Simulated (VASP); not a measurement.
Input of a VASP 6.6.1 run:

POSCAR

```
MgS
1.0
    0.0668512600      2.8411105644      2.8411105644
    2.8411105644      0.0668512600      2.8411105644
    2.8411105644      2.8411105644      0.0668512600
Mg S
1 1
Direct
    0.0022259132      0.0022259132      0.0022259132
    0.2477740868      0.2477740868      0.2477740868
```

Contents of INCAR.step1:

```
PREC = Accurate
ENCUT = 500
EDIFF = 1E-8
ISMEAR = 0
SIGMA = 0.01
LREAL = F
LASPH = T
NELM = 100
ALGO = Normal
LWAVE = T
LCHARG = F
GGA = PE
```

The input INCAR.step2:

```
PREC = Accurate
ENCUT = 500
EDIFF = 1E-8
ISMEAR = 0
SIGMA = 0.01
LREAL = F
LASPH = T
NELM = 1
ALGO = Exact
LWAVE = T
LCHARG = F
GGA = PE
NBANDS = 188
LOPTICS = T
ISTART = 1
```

File INCAR.step3:

```
PREC = Accurate
ENCUT = 500
EDIFF = 1E-8
ISMEAR = 0
SIGMA = 0.01
LREAL = F
LASPH = T
ALGO = EVGW0
LWAVE = F
LCHARG = F
GGA = PE
NELMGW = 1
NBANDS = 188
ENCUTGW = 150.0
NOMEGA = 96
PRECFOCK = Fast
ISTART = 1
NBANDSGW = 12
OMEGAMAX = 20
```

File KPOINTS:

```
Automatic mesh
0
Gamma
  4 4 4
```

Potentials or basis: VASP PAW PBE potentials, release 64 (Mg_GW, S_GW).

Run with:

```bash
$ cat potpaw_PBE.64/Mg_GW/POTCAR potpaw_PBE.64/S_GW/POTCAR > POTCAR
$ cp INCAR.step1 INCAR
$ mpirun -np 1 vasp_std > vasp.out
$ cp INCAR.step2 INCAR
$ mpirun -np 1 vasp_std > vasp.out
$ cp INCAR.step3 INCAR
$ mpirun -np 1 vasp_std > vasp.out
```

(1) Predict the quasiparticle gap.

(2) Predict the least direct quasiparticle gap.

(3) What does it give for the least direct gap of the starting levels on the mesh?

Results:

(1) 5.15 eV.

(2) 5.15 eV.

(3) 3.48 eV.

Caveat: the k points lie up to 0.49 Å⁻¹ apart; bands, screening cutoff and mesh are small and nothing is extrapolated, so the quasiparticle values aren't converged; the structure was generated, so it needn't be the stable form of MgS.
